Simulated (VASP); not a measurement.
## Cu: electric field gradients with LDA

Cu:

```
Cu
1.0
     0.00000    1.80750    1.80750
     1.80750    0.00000    1.80750
     1.80750    1.80750    0.00000
Cu
1
Direct
  0.00000 0.00000 0.00000
```

```yaml
Program: VASP 6.6.1
Task: electric field gradients
Functional: LDA
Potentials_or_basis: VASP PAW LDA potentials, release 64 (Cu)
Cutoff: 520 eV
k_mesh: 19 × 19 × 19
Occupations: fermi-dirac, width 0.08 eV
Spin: no spin polarisation
Dipole_correction: no
Further_INCAR_settings: ALGO = Normal; EDIFF = 1e-08; NBANDS = 12
```

```
Pressure : -11.8 GPa
```

Levels at points of the mesh, in eV from the Fermi level:
```tsv
k point	band 4	band 5	band 6	band 7	band 8	band 9
(0.00, 0.00, 0.00)	-3.11	-2.27	-2.27	22.65	25.11	25.11
```

Wall time 11 s on 1 thread of Intel(R) Xeon(R) 6975P-C (Granite Rapids), on a shared host, peak memory 0.14 GiB.

Caveat: without QUAD_EFG the Cq values of the log hold for a quadrupole moment of 1 mb, not for the nuclei.
